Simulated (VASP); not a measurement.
Here is a VASP 6.6.1 calculation.

File INCAR:

```
PREC = Accurate
ENCUT = 520
EDIFF = 1E-7
ISMEAR = 0
SIGMA = 0.1
LREAL = F
LASPH = T
NELM = 60
ALGO = Normal
ISIF = 2
LWAVE = F
LCHARG = F
GGA = PS
NBANDS = 15
```

File KPOINTS:

```
regular mesh
0
Gamma
  12 12 12
```

File POSCAR:

```
TiC
1.0
    0.0000000000      2.1593000000      2.1593000000
    2.1593000000      0.0000000000      2.1593000000
    2.1593000000      2.1593000000      0.0000000000
Ti C
1 1
Direct
    0.0000000000      0.0000000000      0.0000000000
    0.5000000000      0.5000000000      0.5000000000
```

Potentials or basis: VASP PAW PBE potentials, release 64 (Ti_sv, C).

The run is started by

```bash
$ cat potpaw_PBE.64/Ti_sv/POTCAR potpaw_PBE.64/C/POTCAR > POTCAR
$ mpirun -np 1 vasp_std > vasp.out
```

(1) Predict the band gap on the k mesh.

(2) Predict the pressure.

## Answers

(1) zero (bands 8 and 9 overlap by 1.07 eV).

(2) -4.3 GPa.

Caveat: the cell stands under tension; the PAW data sets were made with another functional, which shifts forces and pressure a little.
